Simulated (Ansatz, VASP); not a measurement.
## One calculation of Ge3N4, two programs

```xyz
14
Lattice="7.9635 0.0000 0.0000 -3.9817 6.8966 0.0000 0.0000 0.0000 3.0948" Properties=species:S:1:pos:R:3 pbc="T T T"
Ge    5.6737    1.6301    2.3211
Ge    1.4251    5.7286    0.7737
Ge    0.2668    2.7981    0.7737
Ge    3.7150    4.0985    2.3211
Ge    2.5566    1.1680    2.3211
Ge   -1.6919    5.2665    0.7737
N     3.9817    2.2989    2.3211
N     0.0000    4.5977    0.7737
N     1.4614    6.7086    2.3211
N     2.8844    4.6199    0.7737
N     6.5405    2.0887    0.7737
N    -2.5588    4.8079    2.3211
N     2.5204    0.1880    0.7737
N     1.0974    2.2767    2.3211
```

Change from the starting cell: epitaxial_xy strain -1.0%.

Alike in both runs: task single point; functional r2SCAN; k mesh 6 × 6 × 8; no spin polarisation.

```csv
,VASP,Ansatz
version,VASP 6.6.1,Ansatz 0.2.0
potentials or method,"VASP PAW PBE potentials, release 64 (Ge_d, N)","plane waves, PAW"
plane-wave cutoff (eV),660,500
occupations,"gaussian, width 0.01 eV",fixed
valence electrons in the cell,124,124
```

VASP gave:

| Quantity | Value |
| --- | --- |
| gap on the k mesh at the Fermi level (eV) | 2.84 |
| pressure (GPa) | 3.7 |
| traceless stress, the component that is largest in VASP (GPa) | -2.94 |
| rms of the force components (eV/Å) | 0.004 |

**Question.** Which values does Ansatz return?

**Answer.** gap on the k mesh at the Fermi level (eV): 2.86; pressure (GPa): 3.0; traceless stress, the component that is largest in VASP (GPa): -2.98; rms of the force components (eV/Å): 0.001.

VASP's potentials were made for PBE, not for r2SCAN. Atom by atom the forces differ by 0.003 eV/Å (rms over components).
